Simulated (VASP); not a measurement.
# Sc in VASP: further runs, part 2 of 2

VASP 6.6.1.

**5. Single point, PBEsol**

This run uses another cell than the first one, of 19.89 Å³/atom, 0.817 times its volume.

Input file INCAR:

```
SYSTEM = Sc
PREC = Accurate ; ENCUT = 520
EDIFF = 1E-6 ; ISMEAR = 0
SIGMA = 0.1 ; LREAL = .FALSE.
LASPH = .TRUE. ; NELM = 100
ALGO = Fast ; ISIF = 2
LWAVE = .FALSE. ; LCHARG = .FALSE.
GGA = PS ; NBANDS = 12
```

Input file KPOINTS:

```
regular mesh
0
G
  16 16 16
  0 0 0
```

Input file POSCAR:

```
Sc
1.0
    3.0405096243      0.0531594942      0.0117106577
    1.4735807899      2.6600755555      0.0166253022
    1.4960834531      0.8945654549      2.4925405198
Sc
1
Direct
    0.0000000000      0.0000000000      0.0000000000
```

Started as:

```
$ cat potpaw_PBE.64/Sc_sv/POTCAR > POTCAR
$ mpirun -np 1 vasp_std > vasp.out
```

Run time: 47 s. Hardware: 1 thread of Intel Xeon Platinum 8259CL at 2.50GHz (Skylake/Cascade Lake), shared host; peak memory 0.2 GiB.

It converged, with:

| Item | Value |
| --- | --- |
| Free energy | -6.4386 eV |
| Pressure | 12.0 GPa |

Levels at points of the mesh, in eV from the Fermi level:
| k point | band 2 | band 3 | band 4 | band 5 | band 6 | band 7 | band 8 | band 9 |
| --- | --- | --- | --- | --- | --- | --- | --- | --- |
| (0.00, 0.00, 0.00) | -27.00 | -27.00 | -27.00 | -5.54 | 1.85 | 1.85 | 1.85 | 3.68 |
| (0.50, 0.00, 0.00) | -27.82 | -27.10 | -27.10 | -2.04 | 0.79 | 1.69 | 1.69 | 4.89 |
| (0.50, 0.50, 0.00) | -27.76 | -27.28 | -27.28 | -2.04 | -1.00 | 2.86 | 4.89 | 5.21 |
| (0.50, 0.00, 0.50) | -27.76 | -27.28 | -27.28 | -2.04 | -1.00 | 2.85 | 4.89 | 5.21 |

Caveat: the PAW data sets were made with another functional, which shifts forces and pressure a little.

**6. Single point, PBEsol**

This run uses another cell than the first one, of 17.57 Å³/atom, 0.722 times its volume.

Input file INCAR:

```
  PREC = Accurate
  ENCUT = 520
  EDIFF = 1E-6
  ISMEAR = 0
  SIGMA = 0.1
  LREAL = F
  LASPH = T
  NELM = 60
  ALGO = Fast
  ISIF = 2
  LWAVE = F
  LCHARG = F
  GGA = PS
  NBANDS = 12
```

Input file KPOINTS:

```
Automatic mesh
0
Gamma
  18 18 18
```

Input file POSCAR:

```
Sc
1.0
    2.9175801527      0.0511987167      0.0109771945
    1.4141692563      2.5524331246      0.0156892474
    1.4354410354      0.8582997069      2.3914996837
Sc
1
Direct
    0.0000000000      0.0000000000      0.0000000000
```

Potentials or basis: VASP PAW PBE potentials, release 64 (Sc_sv).

Started as:

```
$ cat potpaw_PBE.64/Sc_sv/POTCAR > POTCAR
$ mpirun -np 1 vasp_std > vasp.out
```

OUTCAR:

```text
PREC = Accurate
   ENCUT = 520
   EDIFF = 1E-6
   ISMEAR = 0
   LREAL = F
   LASPH = T
   NELM = 60
   ISIF = 2
   GGA = PS

 ion  position               nearest neighbor table
   1  0.000  0.000  0.000-

  LATTYP: Found a body centered tetragonal cell.
 ALAT       =     2.9182940376
 C/A-ratio  =     1.4139786776

  Lattice vectors:

 A1 = (  -2.9175801527,  -0.0511987167,  -0.0109771945)
 A2 = (   0.0212717791,  -1.6941334177,   2.3758104363)
 A3 = (   1.4141692563,   2.5524331246,   0.0156892474)

Analysis of symmetry for initial positions (statically):
=====================================================================
 Subroutine PRICEL returns:
 Original cell was already a primitive cell.

 Routine SETGRP: Setting up the symmetry group for a
 body centered tetragonal supercell.

 Subroutine GETGRP returns: Found 16 space group operations
 (whereof 16 operations were pure point group operations)
 out of a pool of 16 trial point group operations.

The static configuration has the point symmetry D_4h.

[... 168 lines left out ...]
  band No.  band energies     occupation
      1     -42.5942      2.00000
      2     -20.7135      2.00000
      3     -20.7135      2.00000
      4     -20.7134      2.00000
      5       0.2399      2.00000
      6       7.8423      0.00000
      7       7.8423      0.00000
      8       7.8438      0.00000
      9       9.9802      0.00000
     10       9.9822      0.00000
     11      20.3693      0.00000
     12      25.2087      0.00000
[... 331 lines left out ...]
 k-point    24 :      -0.2222    0.0556   -0.0000
  band No.  band energies     occupation
      1     -42.4763      2.00000
      2     -21.2993      2.00000
      3     -20.8214      2.00000
      4     -20.7696      2.00000
      5       2.0932      2.00000
      6       6.7235      0.00000
      7       8.0963      0.00000
      8       8.2356      0.00000
      9       9.6616      0.00000
     10      10.3142      0.00000
     11      19.8876      0.00000
     12      21.7222      0.00000

 [... further k-points ...]

------------------------ aborting loop because EDIFF is reached ----------------------------------------

  FORCE on cell =-STRESS in cart. coord.  units (eV):
  Direction    XX          YY          ZZ          XY          YZ          ZX
  --------------------------------------------------------------------------------------
  -------------------------------------------------------------------------------------
  Total        2.7548479      2.7546280      2.7547327      0.0002160     -0.0001704     -0.0002930
  in kB      251.1933876    251.1733338    251.1828801      0.0196963     -0.0155391     -0.0267201
  external PRESSURE =     251.1832005 kB  Pullay stress =       0.0000000 kB

 VOLUME and BASIS-vectors are now :
 -----------------------------------------------------------------------------
  energy-cutoff  :      520.00
  volume of cell :       17.57
      direct lattice vectors                 reciprocal lattice vectors
     2.917580153  0.051198717  0.010977195     0.346629528 -0.191192137 -0.139438067
     1.414169256  2.552433125  0.015689247    -0.006432137  0.396197047 -0.138332804
     1.435441035  0.858299707  2.391499684    -0.001548863 -0.001721631  0.419695216

 POSITION                                       TOTAL-FORCE (eV/Angst)
 -----------------------------------------------------------------------------------
      0.00000      0.00000      0.00000         0.000000     -0.000000      0.000000
 -----------------------------------------------------------------------------------
    total drift:                                0.000000     -0.000000      0.000000

  FREE ENERGIE OF THE ION-ELECTRON SYSTEM (eV)
  ---------------------------------------------------
  free  energy   TOTEN  =        -6.1758423367 eV

  energy  without entropy=       -6.1703917332  energy(sigma->0) =       -6.17311703
```

stdout:

```text
POSCAR found type information on POSCAR Sc
 POSCAR found :  1 types and       1 ions
 scaLAPACK will be used
 -----------------------------------------------------------------------------
|                                                                             |
|                                                                             |
|     You enforced a specific xc type in the INCAR file but a different       |
|     I HOPE YOU KNOW WHAT YOU ARE DOING!                                     |
|                                                                             |
 -----------------------------------------------------------------------------

 LDA part: xc-table for (Slater+PW92), standard interpolation
 POSCAR, INCAR and KPOINTS ok, starting setup
 FFT: planning ... GRIDC
 FFT: planning ... GRID_SOFT
 FFT: planning ... GRID
 WAVECAR not read
 entering main loop
```

It took 65 s on 1 thread of Intel Xeon Platinum 8259CL at 2.50GHz (Skylake/Cascade Lake), shared host; peak memory 0.21 GiB.

What came out:

| Item | Value |
| --- | --- |
| Free energy | -6.1758 eV |
| Pressure | 25.1 GPa |

Levels at points of the mesh, in eV from the Fermi level:
| k point | band 2 | band 3 | band 4 | band 5 | band 6 | band 7 | band 8 | band 9 | band 10 | band 11 |
| --- | --- | --- | --- | --- | --- | --- | --- | --- | --- | --- |
| (0.00, 0.00, 0.00) | -26.55 | -26.55 | -26.55 | -5.60 | 2.00 | 2.00 | 2.00 | 4.14 | 4.14 | 14.53 |
| (0.50, 0.00, 0.00) | -27.75 | -26.70 | -26.70 | -2.19 | 1.32 | 1.80 | 1.80 | 5.56 | 5.56 | 10.28 |
| (0.50, 0.50, 0.00) | -27.65 | -26.96 | -26.96 | -2.39 | -1.28 | 3.65 | 5.55 | 5.94 | 5.94 | 12.25 |
| (0.50, 0.00, 0.50) | -27.65 | -26.96 | -26.96 | -2.39 | -1.28 | 3.65 | 5.55 | 5.94 | 5.94 | 12.25 |

Caveat: the PAW data sets were made with another functional, which shifts forces and pressure a little.

**7. Overview**

| cell | k mesh | gap on the mesh (eV) | pressure (GPa) |
| --- | --- | --- | --- |
| a = 3.202, b = 3.216, c = 3.226 Å, angles 61.4, 61.3, 62.2°, 1 atom | 6 × 6 × 6 | none | -1.6 |
| a = 2.592 Å, angles 60.0°, 1 atom | 18 × 18 × 18 | none | 91.2 |
| a = 2.760 Å, angles 60.0°, 1 atom | 18 × 18 × 18 | none | 50.5 |
| a = 3.041 Å, angles 60.0°, 1 atom | 16 × 16 × 16 | none | 12.0 |
| a = 2.918 Å, angles 60.0°, 1 atom | 18 × 18 × 18 | none | 25.1 |

Alike in all rows: task single point; level PBEsol; potentials or basis VASP PAW PBE potentials, release 64 (Sc_sv); no spin polarisation; cutoff (eV) 520; smearing gaussian 0.1 eV.

Caveats: some runs use coarse meshes; the PAW data sets were made with another functional, which shifts forces and pressure a little.

Total energies depend on the potentials used, so only differences within one code and one set of settings carry meaning.
